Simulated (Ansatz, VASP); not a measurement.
## Two plane-wave programs on Mn

The input INCAR:

```
SYSTEM = Mn
PREC = Accurate
ENCUT = 520
EDIFF = 1E-7
ISMEAR = -1
SIGMA = 0.05
LREAL = .FALSE.
LASPH = .TRUE.
NELM = 150
ALGO = Normal
ISIF = 2
LWAVE = .FALSE.
LCHARG = .FALSE.
ISPIN = 2
MAGMOM = 0.929 0.929 -0.848 -0.848
LORBIT = 11
LMAXMIX = 4
GGA = RP
NBANDS = 38
```

File KPOINTS:

```
Automatic mesh
0
G
  16 16 5
  0 0 0
```

POSCAR

```
Mn
1.0
    2.4394618674      0.0000000000      0.0000000000
   -1.2197309337      2.1126359488      0.0000000000
    0.0000000000      0.0000000000      7.9250654032
Mn
4
Direct
    1.0000000000      1.0000000000      0.0000000000
    1.0000000000      1.0000000000      0.5000000000
    0.3333333333      0.6666666667      0.2500000000
    0.6666666667      0.3333333333      0.7500000000
```

Input for Ansatz:

```yaml
crystal:
  lattice:
    - [2.4394618674, 0.0, 0.0]
    - [-1.2197309337, 2.1126359488, 0.0]
    - [0.0, 0.0, 7.9250654032]
  atoms:
    - { symbol: Mn, position: [1.0, 1.0, 0.0], spin: 0.929 }
    - { symbol: Mn, position: [1.0, 1.0, 0.5], spin: 0.929 }
    - { symbol: Mn, position: [0.3333333333, 0.6666666667, 0.25], spin: -0.848 }
    - { symbol: Mn, position: [0.6666666667, 0.3333333333, 0.75], spin: -0.848 }
hamiltonian:
  xc: rpbe
  pseudopotentials:
    kind: paw
    azcp:
      Mn: "pseudopotentials/Mn.paw.azcp"
basis:
  ecutwfc: 420
  fft_grid_basis: typed
kpoints:
  mp_grid: { grid: [16, 16, 5], shift: [0, 0, 0] }
magnetization:
  spin_polarized: true
scf:
  occupations: { method: fermi_dirac, width: 0.05 }
  lower_state_search: "off"
output:
  stress: true
```

Alike in both runs: task single point; functional RPBE; k mesh 16 × 16 × 5; occupations fermi-dirac, width 0.05 eV; collinear spin.

```csv
,VASP,Ansatz
version,VASP 6.6.1,Ansatz 0.2.0
potentials or method,"VASP PAW PBE potentials, release 64 (Mn_pv), cutoff 520 eV","plane waves (420 eV) with PAW, scalar-relativistic"
valence electrons in the cell,52,60
```

VASP gave:

- pressure (GPa): 20.8
- traceless stress, the component that is largest in VASP (GPa): -1.50
- net moment per atom (μB): 0.00

Problem. Which values does Ansatz return?

Solution. Pressure (GPa): 20.8; traceless stress, the component that is largest in VASP (GPa): -1.46; net moment per atom (μB): 0.00.

VASP's potentials were made for PBE, not for RPBE. The functional is the same, so the differences come from potentials, cutoffs and numerics. VASP's potentials hold 52 valence electrons a cell and Ansatz's 60, so a difference there can come from the potentials and not from the codes. Ansatz's warnings: seeded moment not kept.
